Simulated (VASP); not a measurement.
# BaTiO3 (Amm2) in VASP: relaxation of cell and atoms with r2SCAN

Aim: the relaxation of cell and atoms of BaTiO3 with r2SCAN.

Everything below comes from runs of VASP 6.6.1. Logs are shortened: lines on timing, memory, paths and dates and some standing lists are left out, and cuts for length are marked.

### Step 1. The cell of the first run

Symmetry: Amm2, No. 38, orthorhombic system. Conventional cell: a = 3.983 Å, b = 5.725 Å, c = 5.751 Å, α = 90.00°, β = 90.00°, γ = 90.00°. Ba (site symmetry mm2) has 12 O at 2.79 to 2.96 Å and 8 Ti at 3.43 to 3.57 Å within 3.7 Å. Within 2.5 Å of Ti (site symmetry mm2) lie 6 O at 1.87 to 2.19 Å. O (site symmetry m) has 2 Ti at 1.87 to 2.19 Å within 2.5 Å. O (site symmetry mm2) has 2 Ti at 2.00 Å within 2.6 Å.

### Step 2. Relaxation of cell and atoms, r2SCAN

Input file POSCAR:

```
BaTiO3
1.0
    3.9833338700      0.0000000000      0.0000000000
    0.0000000000      2.8625951100      2.8753395300
    0.0000000000     -2.8625951100      2.8753395300
Ba Ti O
1 1 3
Direct
    0.0000000000      0.0034138500      0.0034138500
    0.5000000000      0.5185038200      0.5185038200
    0.5000000000      0.9784256700      0.4913519000
    0.5000000000      0.4913519000      0.9784256700
    0.0000000000      0.4882047600      0.4882047600
```

Input file INCAR.step1:

```
PREC = Accurate
ENCUT = 660
ISMEAR = 0
SIGMA = 0.02
LREAL = F
LASPH = T
NELM = 120
GGA = PE
ALGO = Normal
EDIFF = 1E-5
LWAVE = T
LCHARG = F
GGA_COMPAT = F
IBRION = 2
ISIF = 3
EDIFFG = -0.005
NELMIN = 4
NSW = 100
```

Input file INCAR.step2:

```
PREC = Accurate
ENCUT = 660
EDIFF = 1E-7
ISMEAR = 0
SIGMA = 0.02
LREAL = F
LASPH = T
NELM = 120
ALGO = Normal
ISIF = 3
LWAVE = F
LCHARG = F
METAGGA = R2SCAN
LMIXTAU = T
IBRION = 2
NSW = 100
EDIFFG = -0.002
ISTART = 1
GGA_COMPAT = F
NELMIN = 4
```

Input file KPOINTS:

```
regular mesh
0
Gamma
  6 6 6
```

Potentials or basis: VASP PAW PBE potentials, release 64 (Ba_sv, Ti_sv, O).

The run is started by

```bash
> cat potpaw_PBE.64/Ba_sv/POTCAR potpaw_PBE.64/Ti_sv/POTCAR potpaw_PBE.64/O/POTCAR > POTCAR
> cp INCAR.step1 INCAR
> mpirun -np 1 vasp_std > vasp.out
> cp INCAR.step2 INCAR
> mpirun -np 1 vasp_std > vasp.out
```

OUTCAR:

```text
PREC = Accurate
   ENCUT = 660
   EDIFF = 1E-7
   ISMEAR = 0
   LREAL = F
   LASPH = T
   NELM = 120
   ISIF = 3
   METAGGA = R2SCAN
   IBRION = 2
   NSW = 100
   EDIFFG = -0.002
   ISTART = 1
   NELMIN = 4

 ion  position               nearest neighbor table
   1  0.000  0.003  0.003-   5 2.79   4 2.81   3 2.81   3 2.81   4 2.81   5 2.86   5 2.86   4 2.88
                             3 2.88   3 2.88   4 2.88   5 2.96   2 3.43   2 3.43   2 3.49   2 3.49
   2  0.500  0.519  0.519-   3 1.87   4 1.87   5 2.00   5 2.00   3 2.19   4 2.19   1 3.43   1 3.43
                             1 3.49   1 3.49   1 3.49   1 3.49   1 3.57   1 3.57
   3  0.500  0.978  0.491-   2 1.87   2 2.19   1 2.81   1 2.81   1 2.88   1 2.88
   4  0.500  0.491  0.978-   2 1.87   2 2.19   1 2.81   1 2.81   1 2.88   1 2.88
   5  0.000  0.488  0.488-   2 2.00   2 2.00   1 2.79   1 2.86   1 2.86   1 2.96

  LATTYP: Found a base centered orthorhombic cell.
 ALAT       =     5.7251902200
 B/A-ratio  =     1.0044520512
 C/A-ratio  =     0.6957557246

  Lattice vectors:

 A1 = (   0.0000000000,   2.8625951100,  -2.8753395300)
 A2 = (   0.0000000000,   2.8625951100,   2.8753395300)
 A3 = (   3.9833338700,   0.0000000000,   0.0000000000)

Analysis of symmetry for initial positions (statically):
=====================================================================
 Subroutine PRICEL returns:
 Original cell was already a primitive cell.

 Routine SETGRP: Setting up the symmetry group for a
 base centered orthorhombic supercell.

 Subroutine GETGRP returns: Found  4 space group operations
 (whereof  4 operations were pure point group operations)
 out of a pool of  8 trial point group operations.

The static configuration has the point symmetry C_2v.

Analysis of symmetry for dynamics (positions and initial velocities):
=====================================================================
 Subroutine PRICEL returns:
 Original cell was already a primitive cell.

 Routine SETGRP: Setting up the symmetry group for a
 base centered orthorhombic supercell.

 Subroutine GETGRP returns: Found  4 space group operations
 (whereof  4 operations were pure point group operations)
 out of a pool of  8 trial point group operations.

The dynamic configuration has the point symmetry C_2v.

 Subroutine INISYM returns: Found  4 space group operations
 (whereof  4 operations are pure point group operations),
 and found     1 'primitive' translations

[... 124 lines left out ...]
   LORBIT       =      0    0 simple, 1 ext, 2 COOP (PROOUT), +10 PAW based schemes
   METAGGA = R2SCAN    functional components
   LHFCALC =     F    Hartree Fock is set to
   AEXX    =    0.0000 exact exchange contribution
   IVDW    =     0    specifies the selected vdW correction
   LEPSILON=     F    determine dielectric tensor
   LRPA    =     F    only Hartree local field effects (RPA)
 conjugate gradient relaxation of ions
 non-spin polarized calculation
 Gauss-broadening in eV      SIGMA  =   0.02
  energy-cutoff  :      660.00
  volume of cell :       65.57
 maximum number of plane-waves:      2542
 NGX is ok and might be reduce to    36
   NGX = 17   NGY = 17   NGZ = 17

--------------------------------------- Ionic step        1  -------------------------------------------

 number of electron      40.0000003 magnetization

 Free energy of the ion-electron system (eV)
  ---------------------------------------------------
  ext. energy  EPLUGINS =         0.00000000
  ---------------------------------------------------
  free energy    TOTEN  =       -74.28673744 eV

  energy without entropy =      -74.28673744  energy(sigma->0) =      -74.28673744

------------------------ aborting loop because EDIFF is reached ----------------------------------------

  FORCE on cell =-STRESS in cart. coord.  units (eV):
  Direction    XX          YY          ZZ          XY          YZ          ZX
  --------------------------------------------------------------------------------------
  -------------------------------------------------------------------------------------
  Total       -0.0789891     -0.0514096     -0.0444800      0.0000000      0.0000000      0.0000000
  in kB       -1.9299753     -1.2561147     -1.0867990      0.0000000      0.0000000      0.0000000
  external PRESSURE =      -1.4242963 kB  Pullay stress =       0.0000000 kB
[... 98 lines left out ...]
  FREE ENERGIE OF THE ION-ELECTRON SYSTEM (eV)
  ---------------------------------------------------
  free  energy   TOTEN  =       -74.2868078142 eV

  energy  without entropy=      -74.2868078142  energy(sigma->0) =      -74.28680781

[... ionic steps 4 to 11 ...]

--------------------------------------- Ionic step       12  -------------------------------------------

 number of electron      40.0000001 magnetization

------------------------ aborting loop because EDIFF is reached ----------------------------------------
[... 73 lines left out ...]
--------------------------------------- Ionic step       14  -------------------------------------------

 number of electron      40.0000001 magnetization

 Free energy of the ion-electron system (eV)
  ---------------------------------------------------
  ext. energy  EPLUGINS =         0.00000000
  ---------------------------------------------------
  free energy    TOTEN  =       -74.28692770 eV

  energy without entropy =      -74.28692770  energy(sigma->0) =      -74.28692770

 E-fermi :   3.4419     XC(G=0): -11.7680

 val. band max:        3.3507719254   @ k =   0.5000   0.5000   0.5000
 cond. band min:       5.9217572396   @ k =   0.0000   0.0000   0.0000
 fundamental gap:      2.5709853142
 Fermi energy:         3.4418636281

 k-point     1 :       0.0000    0.0000    0.0000
  band No.  band energies     occupation
      1     -55.3067      2.00000
      2     -30.5180      2.00000
      3     -30.5175      2.00000
      4     -30.4555      2.00000
      5     -22.2207      2.00000
      6     -14.4534      2.00000
[... 637 lines left out ...]
     23       7.7284      0.00000
     24       9.1885      0.00000

 [... further k-points ...]

------------------------ aborting loop because EDIFF is reached ----------------------------------------

  FORCE on cell =-STRESS in cart. coord.  units (eV):
  Direction    XX          YY          ZZ          XY          YZ          ZX
  --------------------------------------------------------------------------------------
  -------------------------------------------------------------------------------------
  Total       -0.0006404     -0.0023889      0.0062481      0.0000000      0.0000000      0.0000000
  in kB       -0.0156390     -0.0583428      0.1525919      0.0000000      0.0000000      0.0000000
  external PRESSURE =       0.0262034 kB  Pullay stress =       0.0000000 kB
[... 20 lines left out ...]
  FREE ENERGIE OF THE ION-ELECTRON SYSTEM (eV)
  ---------------------------------------------------
  free  energy   TOTEN  =       -74.2869277044 eV

  energy  without entropy=      -74.2869277044  energy(sigma->0) =      -74.28692770

 reached required accuracy - stopping structural energy minimisation
```

OSZICAR.step1:

```text
N       E                     dE             d eps       ncg     rms          rms(c)
DAV:   1     0.508660274127E+03    0.50866E+03   -0.24638E+04  2496   0.215E+03
DAV:   2     0.105630745150E+02   -0.49810E+03   -0.49031E+03  2944   0.539E+02
[... 152 lines left out ...]
  20 F= -.40065654E+02 E0= -.40065654E+02  d E =-.783030E-05
       N       E                     dE             d eps       ncg     rms          rms(c)
DAV:   1    -0.400656513625E+02    0.33240E-05   -0.31904E-03  2496   0.459E-01    0.134E-02
DAV:   2    -0.400656569059E+02   -0.55434E-05   -0.91775E-05  3032   0.748E-02    0.795E-03
DAV:   3    -0.400656560655E+02    0.84037E-06   -0.38606E-06  1304   0.163E-02    0.395E-03
DAV:   4    -0.400656559506E+02    0.11491E-06   -0.19986E-06  1272   0.139E-02
  21 F= -.40065656E+02 E0= -.40065656E+02  d E =-.930560E-05
```

Wall time 25 min (1 thread of Intel Xeon 6975P-C (Granite Rapids), shared host); peak memory 0.31 GiB.

Results:

```yaml
Free_energy: -74.2869 eV
Relaxed_volume: 13.12 Å³/atom
Relaxed_cell: a = 3.979 Å, b = 4.060 Å, c = 4.060 Å, α = 89.73°, β = 90.00°, γ = 90.00°
Space_group_after_relaxing_to_0.1_Å: Amm2 (No. 38)
Energy_gained_by_relaxing: 0.0 meV/atom
Ionic_steps: 14
Pressure_after_relaxing: 0.0 GPa
Band_gap_on_the_k_mesh: 2.57 eV (least direct gap 3.03 eV)
```

The path:
```tsv
step	energy change (eV)	largest force (eV/Å)	pressure (GPa)	volume (Å³)
1	0.0000	0.0361	-0.14	65.57
2	0.0000	0.0112	0.24	65.46
3	-0.0001	0.0130	0.09	65.51
4	-0.0001	0.0084	0.07	65.53
5	-0.0002	0.0087	0.05	65.59
6	-0.0002	0.0074	-0.08	65.63
7	-0.0002	0.0066	-0.02	65.61
8	-0.0002	0.0035	-0.01	65.60
9	-0.0002	0.0035	0.00	65.60
10	-0.0002	0.0032	0.00	65.60
11	-0.0002	0.0022	0.01	65.60
12	-0.0002	0.0012	0.03	65.60
13	-0.0002	0.0008	0.03	65.60
14	-0.0002	0.0011	0.00	65.60
```

Final structure:
```
Ba Ti O
1.0
     3.97918    0.00000    0.00000
     0.00000    2.86429    2.87796
     0.00000   -2.86429    2.87796
Ba Ti O
1 1 3
Direct
  0.00000 0.00393 0.00393
  0.50000 0.51925 0.51925
  0.50000 0.97776 0.49103
  0.50000 0.49103 0.97776
  0.00000 0.48793 0.48793
```

Caveat: the PAW data sets were made with another functional, which shifts forces and pressure a little; spin-orbit coupling is left out, which moves the levels of the heavy elements.
